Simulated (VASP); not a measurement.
# W (Im-3m) in VASP: further runs

The runs below take W through single point, with r2SCAN.

Everything below comes from runs of VASP 6.6.1. Logs are shortened: lines on timing, memory, paths and dates and some standing lists are left out, and cuts for length are marked.

### Step 1. The cell of the first run

The structure is cubic, space group Im-3m (No. 229). Conventional cell: a = 3.195 Å, b = 3.195 Å, c = 3.195 Å, α = 90.00°, β = 90.00°, γ = 90.00°. W (site symmetry m-3m) has 14 W at 2.77 to 3.19 Å within 3.6 Å.

### Step 2. Single point, r2SCAN

POSCAR

```
W
1.0
   -1.5973000000      1.5973000000      1.5973000000
    1.5973000000     -1.5973000000      1.5973000000
    1.5973000000      1.5973000000     -1.5973000000
W
1
Direct
    0.0000000000      0.0000000000      0.0000000000
```

INCAR.step1

```
PREC = Accurate
ENCUT = 520
ISMEAR = 0
SIGMA = 0.15
LREAL = False
LASPH = True
NELM = 80
NBANDS = 13
GGA = PE
ALGO = Normal
EDIFF = 1E-4
LWAVE = True
LCHARG = False
```

INCAR.step2

```
PREC = Accurate
ENCUT = 520
EDIFF = 1E-6
ISMEAR = 0
SIGMA = 0.15
LREAL = False
LASPH = True
NELM = 80
ALGO = Normal
ISIF = 2
LWAVE = False
LCHARG = False
METAGGA = R2SCAN
LMIXTAU = True
NBANDS = 13
ISTART = 1
```

KPOINTS

```
Automatic mesh
0
Gamma
  20 20 20
```

Potentials or basis: VASP PAW PBE potentials, release 64 (W_sv).

Launch:

```
cat potpaw_PBE.64/W_sv/POTCAR > POTCAR
cp INCAR.step1 INCAR
mpirun -np 1 vasp_std > vasp.out
cp INCAR.step2 INCAR
mpirun -np 1 vasp_std > vasp.out
```

OUTCAR:

```text
PREC = Accurate
   ENCUT = 520
   EDIFF = 1E-6
   ISMEAR = 0
   LREAL = False
   LASPH = True
   NELM = 80
   ISIF = 2
   METAGGA = R2SCAN
   ISTART = 1

 ion  position               nearest neighbor table
   1  0.000  0.000  0.000-

  LATTYP: Found a body centered cubic cell.
 ALAT       =     3.1946000000

  Lattice vectors:

 A1 = (  -1.5973000000,   1.5973000000,   1.5973000000)
 A2 = (   1.5973000000,  -1.5973000000,   1.5973000000)
 A3 = (   1.5973000000,   1.5973000000,  -1.5973000000)

Analysis of symmetry for initial positions (statically):
=====================================================================
 Subroutine PRICEL returns:
 Original cell was already a primitive cell.

 Routine SETGRP: Setting up the symmetry group for a
 body centered cubic supercell.

 Subroutine GETGRP returns: Found 48 space group operations
 (whereof 48 operations were pure point group operations)
 out of a pool of 48 trial point group operations.

The static configuration has the point symmetry O_h .

Analysis of symmetry for dynamics (positions and initial velocities):
=====================================================================
 Subroutine PRICEL returns:
 Original cell was already a primitive cell.

 Routine SETGRP: Setting up the symmetry group for a
 body centered cubic supercell.

 Subroutine GETGRP returns: Found 48 space group operations
 (whereof 48 operations were pure point group operations)
 out of a pool of 48 trial point group operations.

The dynamic configuration has the point symmetry O_h .

 Subroutine INISYM returns: Found 48 space group operations
 (whereof 48 operations are pure point group operations),
 and found     1 'primitive' translations

----------------------------------------------------------------------------------------

                                     Primitive cell

  volume of cell :      16.3012

  direct lattice vectors                    reciprocal lattice vectors
    -1.597300000  1.597300000  1.597300000     0.000000000  0.313028235  0.313028235
     1.597300000 -1.597300000  1.597300000     0.313028235  0.000000000  0.313028235
     1.597300000  1.597300000 -1.597300000     0.313028235  0.313028235  0.000000000

  length of vectors
     2.766604755  2.766604755  2.766604755     0.442688776  0.442688776  0.442688776

  position of ions in fractional coordinates (direct lattice)
     0.000000000  0.000000000  0.000000000

[... 83 lines left out ...]
   POTIM  = 0.5000    time-step for ionic-motion
   TEBEG  =    0.0;   TEEND  =   0.0 temperature during run
   PSTRESS=    0.0 pullay stress
   NELECT =      14.0000    total number of electrons
   NUPDOWN=      -1.0000    fix difference up-down
   EMIN   =  10.00;   EMAX   =-10.00  energy-range for DOS
   EFERMI =   0.00;   METHOD = LEGACY
   ISMEAR =     0;   SIGMA  =   0.15  broadening in eV -4-tet -1-fermi 0-gaus
   EFERMI_NEDOS =   21; number of points for ismear=-14 and -15
   IALGO  =     38    algorithm
   IMIX   =      4    mixing-type and parameters
     AMIX     =   0.40;   BMIX     =  1.00
     AMIX_MAG =   1.60;   BMIX_MAG =  1.00
  volume/ion in A,a.u.               =      16.30       110.01
  Fermi-wavevector in a.u.,A,eV,Ry     =   1.556125  2.940649 32.946829  2.421524
  Thomas-Fermi vector in A             =   2.659966
   LORBIT       =      0    0 simple, 1 ext, 2 COOP (PROOUT), +10 PAW based schemes
   METAGGA = R2SCAN    functional components
   LHFCALC =     F    Hartree Fock is set to
   AEXX    =    0.0000 exact exchange contribution
   IVDW    =     0    specifies the selected vdW correction
   LEPSILON=     F    determine dielectric tensor
   LRPA    =     F    only Hartree local field effects (RPA)
 non-spin polarized calculation
 Gauss-broadening in eV      SIGMA  =   0.15
  energy-cutoff  :      520.00
  volume of cell :       16.30
 maximum number of plane-waves:       466
 NGX is ok and might be reduce to    24
   NGX = 11   NGY = 11   NGZ = 11

 number of electron      14.0000002 magnetization

 Free energy of the ion-electron system (eV)
  ---------------------------------------------------
  ext. energy  EPLUGINS =         0.00000000
  ---------------------------------------------------
  free energy    TOTEN  =       -51.35137482 eV

  energy without entropy =      -51.34765706  energy(sigma->0) =      -51.34951594

 E-fermi :  10.9503     XC(G=0): -14.7798

 val. band max:       10.9345365516   @ k =   0.4500   0.0500   0.0500
 cond. band min:      10.9521854647   @ k =  -0.2500   0.3500   0.1500
 fundamental gap:      0.0176489131
 Fermi energy:        10.9502823284

 k-point     1 :       0.0000    0.0000    0.0000
  band No.  band energies     occupation
      1     -65.2675      2.00000
      2     -28.1689      2.00000
      3     -28.1689      2.00000
      4     -28.1689      2.00000
      5       0.9188      2.00000
      6       9.6517      2.00000
      7       9.6517      2.00000
      8       9.6517      2.00000
      9      13.3861      0.00000
     10      13.3861      0.00000
     11      26.0856      0.00000
     12      26.0856      0.00000
     13      26.0856      0.00000
[... 354 lines left out ...]
  band No.  band energies     occupation
      1     -65.1748      2.00000
      2     -29.0224      2.00000
      3     -28.4513      2.00000
      4     -28.2167      2.00000
      5       4.3402      2.00000
      6       7.9936      2.00000
      7       8.6942      2.00000
      8      12.5551      0.00000
      9      13.9372      0.00000
     10      14.0791      0.00000
     11      25.3569      0.00000
     12      26.7244      0.00000
     13      31.2208      0.00000

 [... further k-points ...]

------------------------ aborting loop because EDIFF is reached ----------------------------------------

  FORCE on cell =-STRESS in cart. coord.  units (eV):
  Direction    XX          YY          ZZ          XY          YZ          ZX
  --------------------------------------------------------------------------------------
  -------------------------------------------------------------------------------------
  Total       -0.6471781     -0.6471781     -0.6471781     -0.0000000      0.0000000      0.0000000
  in kB      -63.6084716    -63.6084716    -63.6084716     -0.0000000      0.0000000      0.0000000
  external PRESSURE =     -63.6084716 kB  Pullay stress =       0.0000000 kB

 VOLUME and BASIS-vectors are now :
 -----------------------------------------------------------------------------
  energy-cutoff  :      520.00
  volume of cell :       16.30
      direct lattice vectors                 reciprocal lattice vectors
    -1.597300000  1.597300000  1.597300000     0.000000000  0.313028235  0.313028235
     1.597300000 -1.597300000  1.597300000     0.313028235  0.000000000  0.313028235
     1.597300000  1.597300000 -1.597300000     0.313028235  0.313028235  0.000000000

 POSITION                                       TOTAL-FORCE (eV/Angst)
 -----------------------------------------------------------------------------------
      0.00000      0.00000      0.00000         0.000000      0.000000      0.000000
 -----------------------------------------------------------------------------------
    total drift:                                0.000000      0.000000      0.000000

  FREE ENERGIE OF THE ION-ELECTRON SYSTEM (eV)
  ---------------------------------------------------
  free  energy   TOTEN  =       -51.3513748178 eV

  energy  without entropy=      -51.3476570583  energy(sigma->0) =      -51.34951594
```

OUTCAR.step1:

```text
PREC = Accurate
   ENCUT = 520
   ISMEAR = 0
   LREAL = False
   LASPH = True
   NELM = 80
[... 599 lines left out ...]

 POSITION                                       TOTAL-FORCE (eV/Angst)
 -----------------------------------------------------------------------------------
      0.00000      0.00000      0.00000        -0.000000      0.000000     -0.000000
 -----------------------------------------------------------------------------------
    total drift:                                0.000000      0.000000      0.000000

  FREE ENERGIE OF THE ION-ELECTRON SYSTEM (eV)
  ---------------------------------------------------
  free  energy   TOTEN  =       -12.9593658987 eV

  energy  without entropy=      -12.9556610382  energy(sigma->0) =      -12.95751347
```

OSZICAR.step1:

```text
N       E                     dE             d eps       ncg     rms          rms(c)
DAV:   1     0.851783546831E+02    0.85178E+02   -0.73865E+03  6696   0.121E+03
DAV:   2    -0.119031603808E+02   -0.97082E+02   -0.93195E+02  7486   0.316E+02
DAV:   3    -0.135946013405E+02   -0.16914E+01   -0.16861E+01  7216   0.404E+01
DAV:   4    -0.136014863950E+02   -0.68851E-02   -0.68849E-02  7371   0.287E+00
DAV:   5    -0.136015453594E+02   -0.58964E-04   -0.58964E-04  7466   0.250E-01    0.199E+01
DAV:   6    -0.130929876092E+02    0.50856E+00   -0.43486E-01  6911   0.877E+00    0.776E+00
DAV:   7    -0.129634323853E+02    0.12956E+00   -0.22188E-01  7356   0.595E+00    0.702E-01
DAV:   8    -0.129593944543E+02    0.40379E-02   -0.42732E-03  6776   0.844E-01    0.806E-02
DAV:   9    -0.129593658987E+02    0.28556E-04   -0.97071E-05  5294   0.127E-01
   1 F= -.12959366E+02 E0= -.12957513E+02  d E =-.370486E-02
```

Run time: 3.7 min. Hardware: 1 thread of Intel Xeon 8259CL, shared host; peak memory 0.19 GiB.

What came out:

```
Free energy            : -51.3514 eV
Pressure               : -6.4 GPa
Band gap on the k mesh : zero (bands 7 and 8 overlap by 6.37 eV)
```

Caveat: the cell stands under tension; the PAW data sets were made with another functional, which shifts forces and pressure a little; spin-orbit coupling is left out, which moves the levels of the heavy elements.

### Step 3. Single point, r2SCAN

POSCAR is that of step 2.

INCAR.step1

```
PREC     = Accurate       # precision mode
ENCUT    = 520            # plane-wave cutoff, eV
ISMEAR   = 0              # smearing method
SIGMA    = 0.15           # smearing width, eV
LREAL    = F              # projectors in reciprocal space
LASPH    = T              # aspherical terms in the spheres
NELM     = 60             # most SCF steps
NBANDS   = 13             # bands
GGA      = PE             # functional
ALGO     = Normal         # electronic algorithm
EDIFF    = 1E-4           # SCF threshold, eV
LWAVE    = T              # write WAVECAR
LCHARG   = F              # write CHGCAR
```

INCAR.step2

```
PREC     = Accurate       # precision mode
ENCUT    = 520            # plane-wave cutoff, eV
EDIFF    = 1E-7           # SCF threshold, eV
ISMEAR   = 0              # smearing method
SIGMA    = 0.15           # smearing width, eV
LREAL    = F              # projectors in reciprocal space
LASPH    = T              # aspherical terms in the spheres
NELM     = 60             # most SCF steps
ALGO     = Normal         # electronic algorithm
ISIF     = 2              # what is computed and relaxed
LWAVE    = F              # write WAVECAR
LCHARG   = F              # write CHGCAR
METAGGA  = R2SCAN         # meta-GGA
LMIXTAU  = T            
NBANDS   = 13             # bands
ISTART   = 1
```

KPOINTS

```
Automatic mesh
0
Gamma
  24 24 24
```

Potentials or basis: VASP PAW PBE potentials, release 64 (W_sv).

Launch:

```
cat potpaw_PBE.64/W_sv/POTCAR > POTCAR
cp INCAR.step1 INCAR
mpirun -np 1 vasp_std > vasp.out
cp INCAR.step2 INCAR
mpirun -np 1 vasp_std > vasp.out
```

It took 5.7 min on 1 thread of Intel Xeon 8259CL, shared host; peak memory 0.21 GiB.

It converged, with:

| Item | Value |
| --- | --- |
| Free energy | -51.3495 eV |
| Pressure | -6.3 GPa |
| Band gap on the k mesh | zero (bands 7 and 8 overlap by 6.37 eV) |

Levels at points of the mesh, in eV from the Fermi level:
| k point | band 5 | band 6 | band 7 | band 8 | band 9 | band 10 |
| --- | --- | --- | --- | --- | --- | --- |
| (0.00, 0.00, 0.00) | -10.00 | -1.27 | -1.27 | -1.27 | 2.47 | 2.47 |
| (0.50, 0.00, 0.00) | -6.41 | -3.65 | 0.40 | 2.29 | 3.30 | 6.05 |
| (0.50, 0.50, 0.50) | -5.82 | -5.82 | 5.10 | 5.10 | 5.10 | 8.28 |

Caveat: the cell stands under tension; the PAW data sets were made with another functional, which shifts forces and pressure a little; spin-orbit coupling is left out, which moves the levels of the heavy elements.
